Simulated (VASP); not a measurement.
Runs of VASP 6.6.1 on Si. The structure is that of space group Ibca (No. 73), or close to it. The cells are those of the table. 

```tsv
cell	gap on the mesh (eV)	pressure (GPa)	largest force (eV/Å)
a = 5.704 Å, angles 112.9, 112.9, 102.8°, 8 atoms	none	2.4	0.88
a = 5.691 Å, angles 107.6, 107.6, 113.3°, 8 atoms	none	2.1	0.54
a = 5.818 Å, angles 112.2, 112.2, 104.2°, 8 atoms	none	(b)	0.52
a = 5.817 Å, angles 107.0, 107.0, 114.6°, 8 atoms	none	(a)	0.55
a = 5.838 Å, angles 108.2, 108.2, 112.1°, 8 atoms	none	-5.3	0.33
```

Alike in all rows: task single point; level PBEsol; potentials or basis VASP PAW PBE potentials, release 64 (Si); no spin polarisation; k mesh 10 × 10 × 10; cutoff (eV) 520; smearing gaussian 0.15 eV.

**Question.** Estimate the missing entries.

**Answer.** (a) -3.9; (b) -3.8.

Caveats: semilocal functionals underestimate gaps, so a narrow gap can read as zero; the PAW data sets were made with another functional, which shifts forces and pressure a little; the cell stands under tension (at least some runs).

A gap of «none» marks levels without a gap at the run's occupations.
